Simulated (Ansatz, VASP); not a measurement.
**Two plane-wave programs on Hg**

The input INCAR:

```
PREC = Accurate
ENCUT = 520
EDIFF = 1E-6
ISMEAR = 0
SIGMA = 0.1
LREAL = F
LASPH = T
NELM = 60
ALGO = Fast
ISIF = 2
LWAVE = F
LCHARG = T
GGA = PS
LELF = T
LVHAR = T
NBANDS = 19
```

The input KPOINTS:

```
regular mesh
0
Gamma
  12 12 12
```

File POSCAR:

```
Hg
1.0
    3.7807521512      0.0000000000      0.0000000000
    0.0000000000      3.7807521512      0.0000000000
    0.0000000000      0.0000000000      3.4430419321
Hg
2
Direct
    0.0000000000      0.0000000000      0.0000000000
    0.5000000000      0.5000000000      0.5000000000
```

Input for Ansatz:

```yaml
crystal:
  lattice:
    - [3.7807521512, 0.0, 0.0]
    - [0.0, 3.7807521512, 0.0]
    - [0.0, 0.0, 3.4430419321]
  atoms:
    - { symbol: Hg, position: [0.0, 0.0, 0.0] }
    - { symbol: Hg, position: [0.5, 0.5, 0.5] }
basis:
  ecutwfc: 420
kpoints:
  mp_grid: { grid: [12, 12, 12] }
hamiltonian:
  xc: pbesol
scf:
  occupations: { method: gaussian, width: 0.1 }
output:
  forces: true
  stress: true
  eigenvalues: true
```

Change from the starting cell: strain along c alone, the other axes held, atoms relaxed: +3.0 %.

Alike in both runs: task single point; functional PBEsol; k mesh 12 × 12 × 12; occupations gaussian, width 0.1 eV; no spin polarisation.

```csv
,VASP,Ansatz
version,VASP 6.6.1,Ansatz 0.2.0
potentials or method,"VASP PAW PBE potentials, release 64 (Hg), cutoff 520 eV","scalar-relativistic, plane waves, PAW"
valence electrons in the cell,24,40
```

VASP gave:

- gap on the k mesh at the Fermi level (eV): none
- pressure (GPa): -0.7
- traceless stress, the component that is largest in VASP (GPa): 0.23

**Question.** What did Ansatz give for the same quantities?

**Answer.** gap on the k mesh at the Fermi level (eV): none; pressure (GPa): -1.0; traceless stress, the component that is largest in VASP (GPa): 0.22.

VASP's potentials were made for PBE, not for PBEsol. A gap of «none» marks a metal or a gap that the smearing closes. VASP's potentials hold 24 valence electrons a cell and Ansatz's 40, so a difference there can come from the potentials and not from the codes.

Neither program's run includes spin-orbit coupling.
